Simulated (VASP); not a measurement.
# Bi2Te2O (P-3m1) in VASP: single point with PBE

Aim: the single point of Bi2Te2O with PBE.

Everything below comes from runs of VASP 6.6.1. Logs are shortened: lines on timing, memory, paths and dates and some standing lists are left out, and cuts for length are marked.

**1. The cell of the first run**

It takes space group P-3m1 (No. 164, trigonal). The conventional cell has a = 4.072 Å, b = 4.072 Å, c = 9.695 Å, α = 90.00°, β = 90.00°, γ = 120.00°. Bi (site symmetry 3m) has 3 Te at 2.99 Å and 9 Bi at 3.99 to 4.07 Å and 3 O at 4.00 Å within 4.1 Å. Within 3.7 Å of Te (site symmetry 3m) lie 3 O at 2.73 Å and 3 Bi at 2.99 Å and 3 Te at 3.64 Å. O (site symmetry -3m) has 6 Te at 2.73 Å within 3.6 Å.

**2. Single point, PBE**

The input, INCAR:

```
  PREC = Accurate
  ENCUT = 600
  EDIFF = 1E-6
  ISMEAR = 1
  SIGMA = 0.1
  LREAL = False
  LASPH = True
  NELM = 120
  ALGO = Normal
  ISIF = 2
  LWAVE = False
  LCHARG = True
  GGA = PE
  LELF = True
  LVHAR = True
  NBANDS = 32
  GGA_COMPAT = False
```

The input, KPOINTS:

```
regular mesh
0
Gamma
  12 12 4
```

The input, POSCAR:

```
Bi2Te2O
1.0
    4.0720010266      0.0000000000      0.0000000000
   -2.0360005133      3.5264563333      0.0000000000
    0.0000000000      0.0000000000      9.6953509054
Bi Te O
2 2 1
Direct
    0.3333333333      0.6666666667      0.6663877197
    0.6666666667      0.3333333333      0.3336122803
    0.3333333333      0.6666666667      0.1431308342
    0.6666666667      0.3333333333      0.8568691658
    0.0000000000      0.0000000000      0.0000000000
```

Potentials or basis: VASP PAW PBE potentials, release 64 (Bi_d, Te, O).

The run is started by

```sh
$ cat potpaw_PBE.64/Bi_d/POTCAR potpaw_PBE.64/Te/POTCAR potpaw_PBE.64/O/POTCAR > POTCAR
$ mpirun -np 1 vasp_std > vasp.out
```

OUTCAR:

```text
PREC = Accurate
   ENCUT = 600
   EDIFF = 1E-6
   ISMEAR = 1
   LREAL = False
   LASPH = True
   NELM = 120
   ISIF = 2
   GGA = PE

 ion  position               nearest neighbor table
   1  0.333  0.667  0.666-   4 2.99   4 2.99   4 2.99
   2  0.667  0.333  0.334-   3 2.99   3 2.99   3 2.99
   3  0.333  0.667  0.143-   5 2.73   5 2.73   5 2.73   2 2.99   2 2.99   2 2.99   4 3.64   4 3.64
                             4 3.64
   4  0.667  0.333  0.857-   5 2.73   5 2.73   5 2.73   1 2.99   1 2.99   1 2.99   3 3.64   3 3.64
                             3 3.64
   5  0.000  0.000  0.000-   3 2.73   4 2.73   4 2.73   3 2.73   4 2.73   3 2.73

  LATTYP: Found a hexagonal cell.
 ALAT       =     4.0720010266
 C/A-ratio  =     2.3809794845

  Lattice vectors:

 A1 = (   4.0720010266,   0.0000000000,   0.0000000000)
 A2 = (  -2.0360005133,   3.5264563333,   0.0000000000)
 A3 = (   0.0000000000,   0.0000000000,   9.6953509054)

Analysis of symmetry for initial positions (statically):
=====================================================================
 Subroutine PRICEL returns:
 Original cell was already a primitive cell.

 Routine SETGRP: Setting up the symmetry group for a
 hexagonal supercell.

 Subroutine GETGRP returns: Found 12 space group operations
 (whereof 12 operations were pure point group operations)
 out of a pool of 24 trial point group operations.

The static configuration has the point symmetry D_3d.

Analysis of symmetry for dynamics (positions and initial velocities):
=====================================================================
 Subroutine PRICEL returns:
 Original cell was already a primitive cell.

 Routine SETGRP: Setting up the symmetry group for a
 hexagonal supercell.

 Subroutine GETGRP returns: Found 12 space group operations
 (whereof 12 operations were pure point group operations)
 out of a pool of 24 trial point group operations.

The dynamic configuration has the point symmetry D_3d.

 Subroutine INISYM returns: Found 12 space group operations
 (whereof 12 operations are pure point group operations),
 and found     1 'primitive' translations

----------------------------------------------------------------------------------------

                                     Primitive cell

  volume of cell :     139.2227

  direct lattice vectors                    reciprocal lattice vectors
     4.072001027  0.000000000  0.000000000     0.245579506  0.141785394  0.000000000
    -2.036000513  3.526456333  0.000000000     0.000000000  0.283570788  0.000000000
     0.000000000  0.000000000  9.695350905     0.000000000  0.000000000  0.103142218

  length of vectors
     4.072001027  4.072001027  9.695350905     0.283570788  0.283570788  0.103142218

  position of ions in fractional coordinates (direct lattice)
     0.333333333  0.666666667  0.666387720
     0.666666667  0.333333333  0.333612280
     0.333333333  0.666666667  0.143130834
     0.666666667  0.333333333  0.856869166
     0.000000000  0.000000000  0.000000000

  ion indices of the primitive-cell ions
   primitive index   ion index
                 1           1
                 2           2
                 3           3
                 4           4
                 5           5

----------------------------------------------------------------------------------------

 KPOINTS: regular mesh

Automatic generation of k-mesh.
 Grid dimensions read from file:
 generate k-points for:   12   12    4

 Generating k-lattice:

  Cartesian coordinates                     Fractional coordinates (reciprocal lattice)
     0.020464959  0.011815449  0.000000000     0.083333333  0.000000000  0.000000000
     0.000000000  0.023630899  0.000000000     0.000000000  0.083333333  0.000000000
     0.000000000  0.000000000  0.025785555     0.000000000  0.000000000  0.250000000

  Length of vectors
     0.023630899  0.023630899  0.025785555

  Shift w.r.t. Gamma in fractional coordinates (k-lattice)
     0.000000000  0.000000000  0.000000000

 Subroutine IBZKPT returns following result:
 ===========================================

 Found     69 irreducible k-points:

 Following reciprocal coordinates:
            Coordinates               Weight
  0.000000  0.000000  0.000000      1.000000
  0.083333  0.000000  0.000000      6.000000
  0.166667  0.000000  0.000000      6.000000
  0.250000  0.000000  0.000000      6.000000
  0.333333  0.000000  0.000000      6.000000
  0.416667  0.000000  0.000000      6.000000
[... 16 lines left out ...]
  0.166667  0.000000  0.250000      6.000000
  0.000000  0.166667  0.250000      6.000000
 [... further k-points ...]
   k-points           NKPTS =     69   k-points in BZ     NKDIM =     69   number of bands    NBANDS=     32
   number of dos      NEDOS =    301   number of ions     NIONS =      5
   total plane-waves  NPLWV = 103680
   dimension x,y,z NGX =    36 NGY =   36 NGZ =   80
   dimension x,y,z NGXF=    72 NGYF=   72 NGZF=  160
   ions per type =               2   2   1
   NGX,Y,Z   is equivalent  to a cutoff of  14.70, 14.70, 13.72 a.u.
   NGXF,Y,Z  is equivalent  to a cutoff of  29.40, 29.40, 27.44 a.u.
 SYSTEM =  unknown system
   PREC   = accura    normal or accurate (medium, high low for compatibility)
   ISTART =      0    job   : 0-new  1-cont  2-samecut
   ICHARG =      2    charge: 1-file 2-atom 10-const
   ISPIN  =      1    spin polarized calculation?
   LNONCOLLINEAR =      F non collinear calculations
   LSORBIT =      F    spin-orbit coupling
   LASPH  =      T    aspherical Exc in radial PAW
   ENCUT  =  600.0 eV  44.10 Ry    6.64 a.u.   8.13  8.13 19.36*2*pi/ulx,y,z
   NELM   =    120;   NELMIN=  2; NELMDL= -5     # of ELM steps
   EDIFF  = 0.1E-05   stopping-criterion for ELM
   LREAL  =      F    real-space projection
   EDIFFG = 0.1E-04   stopping-criterion for IOM
   NSW    =      0    number of steps for IOM
   IBRION =     -1    ionic relax: 0-MD 1-quasi-New 2-CG
   NFREE  =      0    steps in history (QN), initial steepest desc. (CG)
   ISIF   =      2    stress and relaxation
   ISYM   =      2    0-nonsym 1-usesym 2-fastsym
   POTIM  = 0.5000    time-step for ionic-motion
   TEBEG  =    0.0;   TEEND  =   0.0 temperature during run
   PSTRESS=    0.0 pullay stress
   NELECT =      48.0000    total number of electrons
   NUPDOWN=      -1.0000    fix difference up-down
   EMIN   =  10.00;   EMAX   =-10.00  energy-range for DOS
   EFERMI =   0.00;   METHOD = LEGACY
   ISMEAR =     1;   SIGMA  =   0.10  broadening in eV -4-tet -1-fermi 0-gaus
   EFERMI_NEDOS =   21; number of points for ismear=-14 and -15
   IALGO  =     38    algorithm
   IMIX   =      4    mixing-type and parameters
     AMIX     =   0.40;   BMIX     =  1.00
     AMIX_MAG =   1.60;   BMIX_MAG =  1.00
  volume/ion in A,a.u.               =      27.84       187.90
  Fermi-wavevector in a.u.,A,eV,Ry     =   1.147938  2.169289 17.929250  1.317763
  Thomas-Fermi vector in A             =   2.284616
   LORBIT       =      0    0 simple, 1 ext, 2 COOP (PROOUT), +10 PAW based schemes
   GGA     = PE    functional components
   LHFCALC =     F    Hartree Fock is set to
   AEXX    =    0.0000 exact exchange contribution
   IVDW    =     0    specifies the selected vdW correction
   LEPSILON=     F    determine dielectric tensor
   LRPA    =     F    only Hartree local field effects (RPA)
 non-spin polarized calculation
 Methfessel and Paxton  Order N= 1 SIGMA  =   0.10
  energy-cutoff  :      600.00
  volume of cell :      139.22
 maximum number of plane-waves:      4670
 NGX is ok and might be reduce to    36
   NGX = 17   NGY = 17   NGZ = 39

 number of electron      48.0000003 magnetization

 Free energy of the ion-electron system (eV)
  ---------------------------------------------------
  ext. energy  EPLUGINS =         0.00000000
  ---------------------------------------------------
  free energy    TOTEN  =       -19.06601915 eV

  energy without entropy =      -19.06616062  energy(sigma->0) =      -19.06606630

 E-fermi :   6.2775     XC(G=0):  -9.6639

 val. band max:        6.2529341093   @ k =   0.0833   0.0000   0.0000
 cond. band min:       6.2825053143   @ k =   0.0000   0.0833   0.2500
 fundamental gap:      0.0295712050
 Fermi energy:         6.2775189006

 k-point     1 :       0.0000    0.0000    0.0000
  band No.  band energies     occupation
      1     -16.3721      2.00000
      2     -16.3721      2.00000
      3     -16.3681      2.00000
      4     -16.3681      2.00000
      5     -16.3418      2.00000
      6     -16.3418      2.00000
[... 24 lines left out ...]
     31      12.7033      0.00000
     32      12.8742      0.00000

 k-point     2 :       0.0833    0.0000    0.0000
  band No.  band energies     occupation
      1     -16.3727      2.00000
      2     -16.3701      2.00000
      3     -16.3685      2.00000
      4     -16.3660      2.00000
      5     -16.3433      2.00000
      6     -16.3422      2.00000
[... 24 lines left out ...]
     31      12.6538      0.00000
     32      12.9533      0.00000

 k-point     3 :       0.1667    0.0000    0.0000
  band No.  band energies     occupation
      1     -16.3745      2.00000
      2     -16.3700      2.00000
      3     -16.3647      2.00000
      4     -16.3607      2.00000
      5     -16.3467      2.00000
      6     -16.3430      2.00000
[... 24 lines left out ...]
     31      12.2415      0.00000
     32      12.6109      0.00000

 k-point     4 :       0.2500    0.0000    0.0000
  band No.  band energies     occupation
      1     -16.3775      2.00000
      2     -16.3724      2.00000
      3     -16.3576      2.00000
      4     -16.3540      2.00000
      5     -16.3508      2.00000
      6     -16.3432      2.00000
[... 24 lines left out ...]
     31      11.4158      0.00000
     32      12.6479      0.00000

 k-point     5 :       0.3333    0.0000    0.0000
  band No.  band energies     occupation
      1     -16.3810      2.00000
      2     -16.3754      2.00000
      3     -16.3546      2.00000
      4     -16.3525      2.00000
      5     -16.3488      2.00000
      6     -16.3424      2.00000
[... 584 lines left out ...]
     31      12.3050      0.00000
     32      12.7630      0.00000

 k-point    22 :       0.0000    0.0833    0.2500
  band No.  band energies     occupation
      1     -16.3727      2.00000
      2     -16.3701      2.00000
      3     -16.3685      2.00000
      4     -16.3660      2.00000
      5     -16.3433      2.00000
      6     -16.3422      2.00000
[... 24 lines left out ...]
     31      12.3599      0.00000
     32      12.7103      0.00000

 k-point    23 :       0.1667    0.0000    0.2500
  band No.  band energies     occupation
      1     -16.3745      2.00000
      2     -16.3700      2.00000
      3     -16.3647      2.00000
      4     -16.3607      2.00000
      5     -16.3467      2.00000
      6     -16.3430      2.00000
[... 24 lines left out ...]
     31      11.6744      0.00000
     32      12.7694      0.00000

 k-point    24 :       0.0000    0.1667    0.2500
  band No.  band energies     occupation
      1     -16.3745      2.00000
      2     -16.3700      2.00000
      3     -16.3647      2.00000
      4     -16.3607      2.00000
      5     -16.3467      2.00000
      6     -16.3430      2.00000
[... 24 lines left out ...]
     31      11.9386      0.00000
     32      12.6284      0.00000

 [... further k-points ...]

------------------------ aborting loop because EDIFF is reached ----------------------------------------

  FORCE on cell =-STRESS in cart. coord.  units (eV):
  Direction    XX          YY          ZZ          XY          YZ          ZX
  --------------------------------------------------------------------------------------
  -------------------------------------------------------------------------------------
  Total       -0.0904539     -0.0904539     -0.0474684      0.0000000      0.0000000      0.0000000
  in kB       -1.0409455     -1.0409455     -0.5462675      0.0000000      0.0000000      0.0000000
  external PRESSURE =      -0.8760529 kB  Pullay stress =       0.0000000 kB

 VOLUME and BASIS-vectors are now :
 -----------------------------------------------------------------------------
  energy-cutoff  :      600.00
  volume of cell :      139.22
      direct lattice vectors                 reciprocal lattice vectors
     4.072001027  0.000000000  0.000000000     0.245579506  0.141785394  0.000000000
    -2.036000513  3.526456333  0.000000000     0.000000000  0.283570788  0.000000000
     0.000000000  0.000000000  9.695350905     0.000000000  0.000000000  0.103142218

 POSITION                                       TOTAL-FORCE (eV/Angst)
 -----------------------------------------------------------------------------------
     -0.00000      2.35097      6.46086        -0.000000      0.000000     -0.006028
      2.03600      1.17549      3.23449        -0.000000     -0.000000      0.006028
     -0.00000      2.35097      1.38770        -0.000000      0.000000     -0.017868
      2.03600      1.17549      8.30765         0.000000     -0.000000      0.017868
      0.00000      0.00000      0.00000         0.000000      0.000000     -0.000000
 -----------------------------------------------------------------------------------
    total drift:                                0.000000     -0.000000     -0.000000

  FREE ENERGIE OF THE ION-ELECTRON SYSTEM (eV)
  ---------------------------------------------------
  free  energy   TOTEN  =       -19.0660191457 eV

  energy  without entropy=      -19.0661606187  energy(sigma->0) =      -19.06606630
```

It took 14 min on 1 thread of Intel Xeon 8259CL, shared host; peak memory 0.54 GiB.

Results:

- Free energy: -19.0660 eV
- Pressure: -0.1 GPa
- Largest force: 0.018 eV/Å
- Band gap on the k mesh: zero (bands 24 and 25 overlap by 0.15 eV)

Forces in eV/Å, atoms in the order of the input:
```
Bi   0.000  0.000 -0.006
Bi   0.000  0.000  0.006
Te   0.000  0.000 -0.018
Te   0.000  0.000  0.018
O    0.000  0.000  0.000
```

Caveat: spin-orbit coupling is left out, which moves the levels of the heavy elements; this functional lacks dispersion, which binds layers or chains, so the pressure and a relaxed spacing across them are unreliable.

The gap in the log of VASP goes by the Fermi energy; the results here count the filled bands.